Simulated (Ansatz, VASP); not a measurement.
Cs: VASP beside Ansatz

INCAR

```
PREC = Accurate ; ENCUT = 520
EDIFF = 1E-6 ; ISMEAR = -1
SIGMA = 0.08 ; LREAL = F
LASPH = T ; NELM = 60
ALGO = Normal ; ISIF = 2
LWAVE = F ; LCHARG = F
GGA = PE ; NBANDS = 16
```

KPOINTS

```
regular mesh
0
Gamma
  6 6 6
```

The input POSCAR:

```
Cs
1.0
    0.0000000000      5.7148403267      5.7148403267
    5.7148403267      0.0000000000      5.7148403267
    5.7148403267      5.7148403267      0.0000000000
Cs
2
Direct
   -0.1250000000     -0.1250000000     -0.1250000000
    0.1250000000      0.1250000000      0.1250000000
```

Input for Ansatz:

```yaml
crystal:
  lattice:
    - [0.0, 5.7148403267, 5.7148403267]
    - [5.7148403267, 0.0, 5.7148403267]
    - [5.7148403267, 5.7148403267, 0.0]
  atoms:
    - { symbol: Cs, position: [-0.125, -0.125, -0.125] }
    - { symbol: Cs, position: [0.125, 0.125, 0.125] }
kpoints:
  mp_grid: { grid: [6, 6, 6] }
scf:
  occupations: { method: fermi_dirac, width: 0.08 }
hamiltonian:
  xc: pbe
  pseudopotentials: { kind: paw, core: large }
output:
  forces: true
  stress: true
  eigenvalues: true
  write_density: true
  write_potential: true
  elf: true
  volumetric_format: npy
```

Change from the starting cell: volume scaled by 1, PAW files, core large.

Alike in both runs: task single point; functional PBE; k mesh 6 × 6 × 6; occupations fermi-dirac, width 0.08 eV; no spin polarisation.

|  | VASP | Ansatz |
| --- | --- | --- |
| version | VASP 6.6.1 | Ansatz 0.2.0 |
| potentials or method | VASP PAW PBE potentials, release 64 (Cs_sv) | PAW with other files of Ansatz's library (core large), scalar-relativistic |
| plane-wave cutoff (eV) | 520 | 420 |
| valence electrons in the cell | 18 | 18 |

```tsv
	VASP	Ansatz	Ansatz less VASP
pressure (GPa)	0.0	0.0	0.00
```

Ansatz's warnings: datasets by core.

Spin-orbit coupling is off throughout.
